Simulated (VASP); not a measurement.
Here is a VASP 6.6.1 calculation.

INCAR

```
SYSTEM = Sc
  PREC = Accurate
  ENCUT = 520
  EDIFF = 1E-7
  ISMEAR = 0
  SIGMA = 0.15
  LREAL = .False.
  LASPH = .True.
  NELM = 100
  ALGO = Fast
  ISIF = 2
  LWAVE = .False.
  LCHARG = .False.
  GGA = PS
  NBANDS = 18
```

KPOINTS

```
Automatic mesh
0
Gamma
  18 18 10
  0 0 0
```

POSCAR

```
Sc
1.0
    3.3087978973      0.0000000000      0.0000000000
   -1.6543989486      2.8655030350      0.0000000000
    0.0000000000      0.0000000000      5.2680000000
Sc
2
Direct
    0.3333333333      0.6666666667      0.2500000000
    0.6666666667      0.3333333333      0.7500000000
```

Potentials or basis: VASP PAW PBE potentials, release 64 (Sc_sv).

Launch:

```sh
$ cat potpaw_PBE.64/Sc_sv/POTCAR > POTCAR
$ mpirun -np 1 vasp_std > vasp.out
```

What does it give for the band gap on the k mesh?

Zero (band 11 reaches 4.39 eV, above the bottom of band 12 at 3.03 eV).

What does it give for the pressure?

-2.8 GPa.

Stress tensor (GPa, compression positive):
```
-2.22  0.00  0.00
 0.00 -2.22  0.00
 0.00  0.00 -3.83
```

Caveat: the PAW data sets were made with another functional, which shifts forces and pressure a little.
